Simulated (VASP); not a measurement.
# AgI (P6_3mc) in VASP: further runs

AgI is run at these levels: PBE; tasks: single point, relaxation of the atoms.

All numbers are computed with VASP 6.6.1; they aren't measurements. Logs are shortened: lines on timing, memory, paths and dates and some standing lists are left out, and cuts for length are marked.

**1. The cell of the first run**

The structure is hexagonal, space group P6_3mc (No. 186). The conventional cell has a = 4.546 Å, b = 4.546 Å, c = 7.431 Å, α = 90.00°, β = 90.00°, γ = 120.00°. Ag (site symmetry 3m) has 4 I at 2.78 to 2.79 Å within 3.7 Å. I (site symmetry 3m) has 4 Ag at 2.78 to 2.79 Å within 3.7 Å.

**2. Single point, PBE**

Input file INCAR:

```
PREC = Accurate
ENCUT = 500
EDIFF = 1E-6
ISMEAR = 0
SIGMA = 0.02
LREAL = False
LASPH = True
NELM = 120
ALGO = Normal
ISIF = 2
LWAVE = False
LCHARG = True
GGA = PE
LELF = True
LVHAR = True
NBANDS = 26
ISYM = 0
GGA_COMPAT = False
```

Input file KPOINTS:

```
Automatic mesh
0
Gamma
  6 6 4
  0.5 0.5 0.5
```

Input file POSCAR:

```
AgI
1.0
    4.5456982170      0.0000000000      0.0000000000
   -2.2728491085      3.9366901339      0.0000000000
    0.0000000000      0.0000000000      7.4312984412
Ag I
2 2
Direct
    0.3333333333      0.6666666667      0.0024494355
    0.6666666667      0.3333333333      0.5024494355
    0.3333333333      0.6666666667      0.3774505645
    0.6666666667      0.3333333333      0.8774505645
```

Potentials or basis: VASP PAW PBE potentials, release 64 (Ag, I).

On the command line:

```
> cat potpaw_PBE.64/Ag/POTCAR potpaw_PBE.64/I/POTCAR > POTCAR
> mpirun -np 1 vasp_std > vasp.out
```

OUTCAR:

```text
PREC = Accurate
   ENCUT = 500
   EDIFF = 1E-6
   ISMEAR = 0
   LREAL = False
   LASPH = True
   NELM = 120
   ISIF = 2
   GGA = PE
   ISYM = 0

 ion  position               nearest neighbor table
   1  0.333  0.667  0.002-   4 2.78   4 2.78   4 2.78   3 2.79
   2  0.667  0.333  0.502-   3 2.78   3 2.78   3 2.78   4 2.79
   3  0.333  0.667  0.377-   2 2.78   2 2.78   2 2.78   1 2.79
   4  0.667  0.333  0.877-   1 2.78   1 2.78   1 2.78   2 2.79

IMPORTANT INFORMATION: All symmetrisations will be switched off!
NOSYMM: (Re-)initialisation of all symmetry stuff for point group C_1.

----------------------------------------------------------------------------------------

                                     Primitive cell

  volume of cell :     132.9831

  direct lattice vectors                    reciprocal lattice vectors
     4.545698217  0.000000000  0.000000000     0.219988207  0.127010250  0.000000000
    -2.272849108  3.936690134  0.000000000     0.000000000  0.254020501  0.000000000
     0.000000000  0.000000000  7.431298441     0.000000000  0.000000000  0.134565986

  length of vectors
     4.545698217  4.545698217  7.431298441     0.254020501  0.254020501  0.134565986

  position of ions in fractional coordinates (direct lattice)
     0.333333333  0.666666667  0.002449435
     0.666666667  0.333333333  0.502449435
     0.333333333  0.666666667  0.377450565
     0.666666667  0.333333333  0.877450565

  ion indices of the primitive-cell ions
   primitive index   ion index
                 1           1
                 2           2
                 3           3
                 4           4

----------------------------------------------------------------------------------------

 KPOINTS: Automatic mesh

Automatic generation of k-mesh.
 Grid dimensions read from file:
 generate k-points for:    6    6    4

 Generating k-lattice:

  Cartesian coordinates                     Fractional coordinates (reciprocal lattice)
     0.036664701  0.021168375  0.000000000     0.166666667  0.000000000  0.000000000
     0.000000000  0.042336750  0.000000000     0.000000000  0.166666667  0.000000000
     0.000000000  0.000000000  0.033641496     0.000000000  0.000000000  0.250000000

  Length of vectors
     0.042336750  0.042336750  0.033641496

  Shift w.r.t. Gamma in fractional coordinates (k-lattice)
     0.500000000  0.500000000  0.500000000

 Subroutine IBZKPT returns following result:
 ===========================================

 Found    216 irreducible k-points:

 Following reciprocal coordinates:
            Coordinates               Weight
  0.083333  0.083333  0.125000      2.000000
 -0.083333  0.166667  0.125000      2.000000
 -0.166667  0.083333  0.125000      2.000000
 -0.083333 -0.083333  0.125000      2.000000
  0.083333 -0.166667  0.125000      2.000000
  0.166667 -0.083333  0.125000      2.000000
[... 16 lines left out ...]
  0.083333  0.500000  0.125000      2.000000
  0.500000 -0.416667  0.125000      2.000000
 [... further k-points ...]
   k-points           NKPTS =    216   k-points in BZ     NKDIM =    216   number of bands    NBANDS=     26
   number of dos      NEDOS =    301   number of ions     NIONS =      4
   total plane-waves  NPLWV =  69984
   dimension x,y,z NGX =    36 NGY =   36 NGZ =   54
   dimension x,y,z NGXF=    72 NGYF=   72 NGZF=  108
   ions per type =               2   2
   NGX,Y,Z   is equivalent  to a cutoff of  13.17, 13.17, 12.08 a.u.
   NGXF,Y,Z  is equivalent  to a cutoff of  26.33, 26.33, 24.16 a.u.
 SYSTEM =  unknown system
   PREC   = accura    normal or accurate (medium, high low for compatibility)
   ISTART =      0    job   : 0-new  1-cont  2-samecut
   ICHARG =      2    charge: 1-file 2-atom 10-const
   ISPIN  =      1    spin polarized calculation?
   LNONCOLLINEAR =      F non collinear calculations
   LSORBIT =      F    spin-orbit coupling
   LASPH  =      T    aspherical Exc in radial PAW
   ENCUT  =  500.0 eV  36.75 Ry    6.06 a.u.   8.29  8.29 13.55*2*pi/ulx,y,z
   NELM   =    120;   NELMIN=  2; NELMDL= -5     # of ELM steps
   EDIFF  = 0.1E-05   stopping-criterion for ELM
   LREAL  =      F    real-space projection
   EDIFFG = 0.1E-04   stopping-criterion for IOM
   NSW    =      0    number of steps for IOM
   IBRION =     -1    ionic relax: 0-MD 1-quasi-New 2-CG
   NFREE  =      0    steps in history (QN), initial steepest desc. (CG)
   ISIF   =      2    stress and relaxation
   ISYM   =      0    0-nonsym 1-usesym 2-fastsym
   POTIM  = 0.5000    time-step for ionic-motion
   TEBEG  =    0.0;   TEEND  =   0.0 temperature during run
   PSTRESS=    0.0 pullay stress
   NELECT =      36.0000    total number of electrons
   NUPDOWN=      -1.0000    fix difference up-down
   EMIN   =  10.00;   EMAX   =-10.00  energy-range for DOS
   EFERMI =   0.00;   METHOD = LEGACY
   ISMEAR =     0;   SIGMA  =   0.02  broadening in eV -4-tet -1-fermi 0-gaus
   EFERMI_NEDOS =   21; number of points for ismear=-14 and -15
   IALGO  =     38    algorithm
   IMIX   =      4    mixing-type and parameters
     AMIX     =   0.40;   BMIX     =  1.00
     AMIX_MAG =   1.60;   BMIX_MAG =  1.00
  volume/ion in A,a.u.               =      33.25       224.35
  Fermi-wavevector in a.u.,A,eV,Ry     =   1.059035  2.001285 15.259673  1.121554
  Thomas-Fermi vector in A             =   2.194366
   LORBIT       =      0    0 simple, 1 ext, 2 COOP (PROOUT), +10 PAW based schemes
   GGA     = PE    functional components
   LHFCALC =     F    Hartree Fock is set to
   AEXX    =    0.0000 exact exchange contribution
   IVDW    =     0    specifies the selected vdW correction
   LEPSILON=     F    determine dielectric tensor
   LRPA    =     F    only Hartree local field effects (RPA)
 non-spin polarized calculation
 Gauss-broadening in eV      SIGMA  =   0.02
  energy-cutoff  :      500.00
  volume of cell :      132.98
 maximum number of plane-waves:      3391
 NGX is ok and might be reduce to    36
   NGX = 17   NGY = 17   NGZ = 27

 number of electron      35.9999998 magnetization

 Free energy of the ion-electron system (eV)
  ---------------------------------------------------
  ext. energy  EPLUGINS =         0.00000000
  ---------------------------------------------------
  free energy    TOTEN  =        -9.47703035 eV

  energy without entropy =       -9.47703035  energy(sigma->0) =       -9.47703035

 E-fermi :   3.4931     XC(G=0):  -8.5643

 val. band max:        3.3899360445   @ k =   0.0833  -0.0000   0.1250
 cond. band min:       5.3418594169   @ k =  -0.0833   0.0000   0.1250
 fundamental gap:      1.9519233724
 Fermi energy:         3.4930842812

 k-point     1 :       0.0833    0.0833    0.1250
  band No.  band energies     occupation
      1      -9.4437      2.00000
      2      -9.1739      2.00000
      3      -0.9630      2.00000
      4      -0.8943      2.00000
      5      -0.8708      2.00000
      6      -0.8340      2.00000
[... 18 lines left out ...]
     25      10.4404      0.00000
     26      10.6285      0.00000

 k-point     2 :      -0.0833    0.1667    0.1250
  band No.  band energies     occupation
      1      -9.4437      2.00000
      2      -9.1739      2.00000
      3      -0.9630      2.00000
      4      -0.8943      2.00000
      5      -0.8708      2.00000
      6      -0.8340      2.00000
[... 18 lines left out ...]
     25      10.4404      0.00000
     26      10.6285      0.00000

 k-point     3 :      -0.1667    0.0833    0.1250
  band No.  band energies     occupation
      1      -9.4437      2.00000
      2      -9.1739      2.00000
      3      -0.9630      2.00000
      4      -0.8943      2.00000
      5      -0.8708      2.00000
      6      -0.8340      2.00000
[... 18 lines left out ...]
     25      10.4404      0.00000
     26      10.6285      0.00000

 k-point     4 :      -0.0833   -0.0833    0.1250
  band No.  band energies     occupation
      1      -9.4437      2.00000
      2      -9.1739      2.00000
      3      -0.9630      2.00000
      4      -0.8943      2.00000
      5      -0.8708      2.00000
      6      -0.8340      2.00000
[... 18 lines left out ...]
     25      10.4404      0.00000
     26      10.6285      0.00000

 k-point     5 :       0.0833   -0.1667    0.1250
  band No.  band energies     occupation
      1      -9.4437      2.00000
      2      -9.1739      2.00000
      3      -0.9630      2.00000
      4      -0.8943      2.00000
      5      -0.8708      2.00000
      6      -0.8340      2.00000
[... 18 lines left out ...]
     25      10.4404      0.00000
     26      10.6285      0.00000

 k-point     6 :       0.1667   -0.0833    0.1250
  band No.  band energies     occupation
      1      -9.4437      2.00000
      2      -9.1739      2.00000
      3      -0.9630      2.00000
      4      -0.8943      2.00000
      5      -0.8708      2.00000
      6      -0.8340      2.00000
[... 427 lines left out ...]
 k-point    21 :       0.5000    0.4167    0.1250
  band No.  band energies     occupation
      1      -9.1871      2.00000
      2      -9.0883      2.00000
      3      -1.0338      2.00000
      4      -0.9266      2.00000
      5      -0.7446      2.00000
      6      -0.5673      2.00000
[... 18 lines left out ...]
     25      11.1086      0.00000
     26      12.2758      0.00000

 k-point    22 :      -0.4167   -0.0833    0.1250
  band No.  band energies     occupation
      1      -9.1871      2.00000
      2      -9.0883      2.00000
      3      -1.0338      2.00000
      4      -0.9266      2.00000
      5      -0.7446      2.00000
      6      -0.5673      2.00000
[... 18 lines left out ...]
     25      11.1086      0.00000
     26      12.2758      0.00000

 k-point    23 :       0.0833    0.5000    0.1250
  band No.  band energies     occupation
      1      -9.1871      2.00000
      2      -9.0883      2.00000
      3      -1.0338      2.00000
      4      -0.9266      2.00000
      5      -0.7446      2.00000
      6      -0.5673      2.00000
[... 18 lines left out ...]
     25      11.1086      0.00000
     26      12.2759      0.00000

 k-point    24 :       0.5000   -0.4167    0.1250
  band No.  band energies     occupation
      1      -9.1871      2.00000
      2      -9.0883      2.00000
      3      -1.0338      2.00000
      4      -0.9266      2.00000
      5      -0.7446      2.00000
      6      -0.5673      2.00000
[... 18 lines left out ...]
     25      11.1086      0.00000
     26      12.2758      0.00000

 [... further k-points ...]

------------------------ aborting loop because EDIFF is reached ----------------------------------------

  FORCE on cell =-STRESS in cart. coord.  units (eV):
  Direction    XX          YY          ZZ          XY          YZ          ZX
  --------------------------------------------------------------------------------------
  -------------------------------------------------------------------------------------
  Total        2.4263208      2.4263170      2.4577672     -0.0000037     -0.0000003     -0.0000001
  in kB       29.2322517     29.2322061     29.6111165     -0.0000450     -0.0000036     -0.0000008
  external PRESSURE =      29.3585247 kB  Pullay stress =       0.0000000 kB

 VOLUME and BASIS-vectors are now :
 -----------------------------------------------------------------------------
  energy-cutoff  :      500.00
  volume of cell :      132.98
      direct lattice vectors                 reciprocal lattice vectors
     4.545698217  0.000000000  0.000000000     0.219988207  0.127010250  0.000000000
    -2.272849108  3.936690134  0.000000000     0.000000000  0.254020501  0.000000000
     0.000000000  0.000000000  7.431298441     0.000000000  0.000000000  0.134565986

 POSITION                                       TOTAL-FORCE (eV/Angst)
 -----------------------------------------------------------------------------------
     -0.00000      2.62446      0.01820        -0.000000     -0.000000      0.005915
      2.27285      1.31223      3.73385         0.000000     -0.000000      0.005915
     -0.00000      2.62446      2.80495        -0.000000      0.000000     -0.005915
      2.27285      1.31223      6.52060         0.000000      0.000000     -0.005915
 -----------------------------------------------------------------------------------
    total drift:                                0.000000     -0.000000      0.000285

  FREE ENERGIE OF THE ION-ELECTRON SYSTEM (eV)
  ---------------------------------------------------
  free  energy   TOTEN  =        -9.4770303477 eV

  energy  without entropy=       -9.4770303477  energy(sigma->0) =       -9.47703035
```

It took 9.4 min on 1 thread of Intel Xeon 6975P-C (Granite Rapids), shared host; peak memory 0.7 GiB.

Results:

```
Free energy            : -9.4770 eV
Pressure               : 2.9 GPa
Largest force          : 0.006 eV/Å
Band gap on the k mesh : 1.95 eV
```

Forces in eV/Å, atoms in the order of the input:
```
Ag   0.000  0.000  0.006
Ag   0.000  0.000  0.006
I    0.000  0.000 -0.006
I    0.000  0.000 -0.006
```

Caveat: spin-orbit coupling is left out, which moves the levels of the heavy elements; a shifted mesh leaves out Γ, where band edges can lie.

**3. Relaxation of the atoms, PBE (equal strain along all axes, cell held: +3.0 %)**

Input file INCAR:

```
ALGO = Normal
EDIFF = 1E-7
EDIFFG = -0.008
ENCUT = 450
GGA = PE
GGA_COMPAT = False
IBRION = 2
ISIF = 2
ISMEAR = 0
LASPH = True
LCHARG = False
LREAL = False
LWAVE = False
NELM = 120
NELMIN = 4
NSW = 60
PREC = Accurate
SIGMA = 0.02
```

Input file KPOINTS:

```
k-points
0
Gamma
  6 6 4
```

Input file POSCAR:

```
AgI
1.0
    4.8268754263      0.0000000000      0.0000000000
   -2.4134377132      4.1801967401      0.0000000000
    0.0000000000      0.0000000000      7.8909663860
Ag I
2 2
Direct
    0.3333333333      0.6666666667      0.0024494355
    0.6666666667      0.3333333333      0.5024494355
    0.3333333333      0.6666666667      0.3774505645
    0.6666666667      0.3333333333      0.8774505645
```

Potentials or basis: VASP PAW PBE potentials, release 64 (Ag, I).

On the command line:

```
> cat potpaw_PBE.64/Ag/POTCAR potpaw_PBE.64/I/POTCAR > POTCAR
> mpirun -np 1 vasp_std > vasp.out
```

Run time: 75 s. Hardware: 1 thread of Intel Xeon Platinum 8375C at 2.90GHz (Ice Lake), shared host; peak memory 0.28 GiB.

It converged, with:

```
Free energy             : -9.4937 eV
Pressure after relaxing : -1.8 GPa
Band gap on the k mesh  : 1.38 eV
```

Forces on the atoms (eV/Å):
```
Ag   0.000  0.000 -0.003
Ag   0.000  0.000 -0.003
I    0.000  0.000  0.003
I    0.000  0.000  0.003
```

Final structure:
```xyz
4
Lattice="4.8269 0.0000 0.0000 -2.4134 4.1802 0.0000 0.0000 0.0000 7.8910" Properties=species:S:1:pos:R:3 pbc="T T T"
Ag    0.0000    2.7868    0.0193
Ag    2.4134    1.3934    3.9648
I     0.0000    2.7868    2.9784
I     2.4134    1.3934    6.9239
```

Levels at points of the mesh, in eV from the valence-band top:
| k point | band 16 | band 17 | band 18 | band 19 | band 20 | band 21 |
| --- | --- | --- | --- | --- | --- | --- |
| (0.00, 0.00, 0.00) | -0.05 | 0.00 | 0.00 | 1.38 | 2.71 | 5.97 |
| (0.50, 0.00, 0.00) | -1.34 | -0.76 | -0.53 | 3.26 | 3.70 | 5.03 |
| (0.00, 0.00, 0.50) | -0.27 | -0.27 | -0.27 | 2.59 | 2.59 | 5.67 |
| (0.50, 0.00, 0.50) | -0.93 | -0.93 | -0.93 | 3.33 | 3.33 | 5.03 |

Caveat: the cell differs from its parent crystal (equal strain along all axes, cell held: +3.0 %); the relaxation stopped at its first step, so nothing moved; spin-orbit coupling is left out, which moves the levels of the heavy elements.

**4. Relaxation of the atoms, PBE (equal strain along all axes, cell held: +4.5 %)**

Input file INCAR:

```
SYSTEM = AgI
PREC     = Accurate       ! precision mode
ENCUT    = 450            ! plane-wave cutoff, eV
EDIFF    = 1E-7           ! SCF threshold, eV
ISMEAR   = 0              ! smearing method
SIGMA    = 0.02           ! smearing width, eV
LREAL    = .FALSE.        ! projectors in reciprocal space
LASPH    = .TRUE.         ! aspherical terms in the spheres
NELM     = 120            ! most SCF steps
ALGO     = Normal         ! electronic algorithm
ISIF     = 2              ! what is computed and relaxed
LWAVE    = .FALSE.        ! write WAVECAR
LCHARG   = .FALSE.        ! write CHGCAR
GGA      = PE             ! functional
IBRION   = 2              ! ionic algorithm
NSW      = 60             ! ionic steps
EDIFFG   = -0.008         ! ionic threshold
GGA_COMPAT= .FALSE.      
NELMIN   = 4
```

Input file KPOINTS:

```
regular mesh
0
G
  6 6 4
  0 0 0
```

Input file POSCAR:

```
AgI
1.0
    4.8971697287      0.0000000000      0.0000000000
   -2.4485848643      4.2410733917      0.0000000000
    0.0000000000      0.0000000000      8.0058833722
Ag I
2 2
Direct
    0.3333333333      0.6666666667      0.0024494355
    0.6666666667      0.3333333333      0.5024494355
    0.3333333333      0.6666666667      0.3774505645
    0.6666666667      0.3333333333      0.8774505645
```

On the command line:

```
> cat potpaw_PBE.64/Ag/POTCAR potpaw_PBE.64/I/POTCAR > POTCAR
> mpirun -np 1 vasp_std > vasp.out
```

It took 49 s on 1 thread of Intel Xeon Platinum 8375C at 2.90GHz (Ice Lake), shared host; peak memory 0.27 GiB.

Results (log left out):

* Free energy: -9.3989 eV
* Pressure after relaxing: -2.4 GPa
* Largest force after relaxing: 0.004 eV/Å
* Band gap on the k mesh: 1.38 eV

Forces in eV/Å, atoms in the order of the input:
```
Ag   0.000  0.000 -0.004
Ag   0.000  0.000 -0.004
I    0.000  0.000  0.004
I    0.000  0.000  0.004
```

Final structure:
```
Ag I
1.0
     4.89717    0.00000    0.00000
    -2.44858    4.24107    0.00000
     0.00000    0.00000    8.00588
Ag I
2 2
Direct
  0.33333 0.66667 0.00245
  0.66667 0.33333 0.50245
  0.33333 0.66667 0.37745
  0.66667 0.33333 0.87745
```

Levels at points of the mesh, in eV from the valence-band top:
| k point | band 16 | band 17 | band 18 | band 19 | band 20 | band 21 |
| --- | --- | --- | --- | --- | --- | --- |
| (0.00, 0.00, 0.00) | -0.04 | 0.00 | 0.00 | 1.38 | 2.72 | 6.03 |
| (0.50, 0.00, 0.00) | -1.23 | -0.69 | -0.49 | 3.22 | 3.70 | 5.09 |
| (0.00, 0.00, 0.50) | -0.25 | -0.25 | -0.25 | 2.56 | 2.56 | 5.68 |
| (0.50, 0.00, 0.50) | -0.86 | -0.85 | -0.85 | 3.33 | 3.33 | 5.07 |

Caveat: the cell differs from its parent crystal (equal strain along all axes, cell held: +4.5 %); the relaxation stopped at its first step, so nothing moved; spin-orbit coupling is left out, which moves the levels of the heavy elements.

**5. The runs side by side**

```csv
task,cell,k mesh,cutoff (eV),gap on the mesh (eV),pressure (GPa)
single point,"a = 4.546, b = 4.546, c = 7.431 Å, angles 90.0, 90.0, 120.0°, 4 atoms","6 × 6 × 4, shifted",500,1.95,2.9
relaxation of the atoms,"atoms relaxed from a = 4.827, b = 4.827, c = 7.891 Å, angles 90.0, 90.0, 120.0°, 4 atoms",6 × 6 × 4,450,1.38,-1.8
relaxation of the atoms,"atoms relaxed from a = 4.897, b = 4.897, c = 8.006 Å, angles 90.0, 90.0, 120.0°, 4 atoms",6 × 6 × 4,450,1.38,-2.4
```

Alike in all rows: level PBE; potentials or basis VASP PAW PBE potentials, release 64 (Ag, I); no spin polarisation; smearing gaussian 0.02 eV.

Caveats: spin-orbit coupling is left out, which moves the levels of the heavy elements; the relaxation stopped at its first step, so nothing moved (at least some runs); a shifted mesh leaves out Γ, where band edges can lie (at least some runs).

Absolute energies hang on the potentials; compare differences alone.
